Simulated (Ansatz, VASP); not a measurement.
**Two plane-wave programs on HRh6**

The input INCAR:

```
PREC = Accurate
ENCUT = 520
EDIFF = 1E-7
ISMEAR = 0
SIGMA = 0.1
LREAL = F
LASPH = T
NELM = 60
ALGO = Fast
ISIF = 2
LWAVE = F
LCHARG = F
LDIPOL = T
IDIPOL = 3
DIPOL = 0.5 0.5 0.297
GGA = PE
NBANDS = 104
```

File KPOINTS:

```
regular mesh
0
Gamma
  6 6 1
```

The input POSCAR:

```
HRh6
1.0
    5.4165863251      0.0000000000      0.0000000000
   -2.7082931626      4.6909013593      0.0000000000
    0.0000000000      0.0000000000     22.2966119230
Rh H
12 2
Direct
    0.3333333333      0.1666666667      0.1793994538
    0.3333333333      0.6666666667      0.1793994538
    0.8333333333      0.1666666667      0.1793994538
    0.8333333333      0.6666666667      0.1793994538
    0.1666666667      0.3333333333      0.2757769167
    0.1666666667      0.8333333333      0.2757769167
    0.6666666667      0.3333333333      0.2757769167
    0.6666666667      0.8333333333      0.2757769167
    0.0000000000      0.0000000000      0.3721019118
    0.0000000000      0.5000000000      0.3721019118
    0.5000000000      0.0000000000      0.3721019118
    0.5000000000      0.5000000000      0.3721019118
    0.2010222061      0.4020444122      0.4209882629
    0.2989777939      0.5979555878      0.4209882629
```

Input for Ansatz:

```yaml
crystal:
  lattice:
    - [5.4165863251, 0.0, 0.0]
    - [-2.7082931626, 4.6909013593, 0.0]
    - [0.0, 0.0, 22.296611923]
  atoms:
    - { symbol: Rh, position: [0.3333333333, 0.1666666667, 0.1793994538] }
    - { symbol: Rh, position: [0.3333333333, 0.6666666667, 0.1793994538] }
    - { symbol: Rh, position: [0.8333333333, 0.1666666667, 0.1793994538] }
    - { symbol: Rh, position: [0.8333333333, 0.6666666667, 0.1793994538] }
    - { symbol: Rh, position: [0.1666666667, 0.3333333333, 0.2757769167] }
    - { symbol: Rh, position: [0.1666666667, 0.8333333333, 0.2757769167] }
    - { symbol: Rh, position: [0.6666666667, 0.3333333333, 0.2757769167] }
    - { symbol: Rh, position: [0.6666666667, 0.8333333333, 0.2757769167] }
    - { symbol: Rh, position: [0.0, 0.0, 0.3721019118] }
    - { symbol: Rh, position: [0.0, 0.5, 0.3721019118] }
    - { symbol: Rh, position: [0.5, 0.0, 0.3721019118] }
    - { symbol: Rh, position: [0.5, 0.5, 0.3721019118] }
    - { symbol: H, position: [0.2010222061, 0.4020444122, 0.4209882629] }
    - { symbol: H, position: [0.2989777939, 0.5979555878, 0.4209882629] }
basis:
  ecutwfc: 420
kpoints:
  mp_grid: { grid: [6, 6, 1] }
hamiltonian:
  xc: pbe
  pseudopotentials: { kind: paw, azcp: { folder: soft_1 } }
scf:
  occupations: { method: gaussian, width: 0.1 }
output:
  forces: true
  eigenvalues: true
efield:
  axis: 3
  dipole_correction: true
  ramp_width: 0.04
```

Alike in both runs: task single point; functional PBE; k mesh 6 × 6 × 1; occupations gaussian, width 0.1 eV; no spin polarisation.

|  | VASP | Ansatz |
| --- | --- | --- |
| version | VASP 6.6.1 | Ansatz 0.2.0 |
| potentials or method | VASP PAW PBE potentials, release 64 (Rh_pv, H), cutoff 520 eV | scalar-relativistic, plane waves, PAW |
| valence electrons in the cell | 182 | 206 |

|  | VASP | Ansatz | Ansatz less VASP |
| --- | --- | --- | --- |
| gap on the k mesh at the Fermi level (eV) | none | none | - |
| rms of the force components (eV/Å) | 0.449 | 0.444 | -0.0043 |

Atom by atom the forces differ by 0.007 eV/Å (rms over components). A gap of «none» marks a metal or a gap that the smearing closes. With one functional, cell and mesh, what is left measures potentials, basis and numerics. VASP's potentials hold 182 valence electrons a cell and Ansatz's 206, so a difference there can come from the potentials and not from the codes.
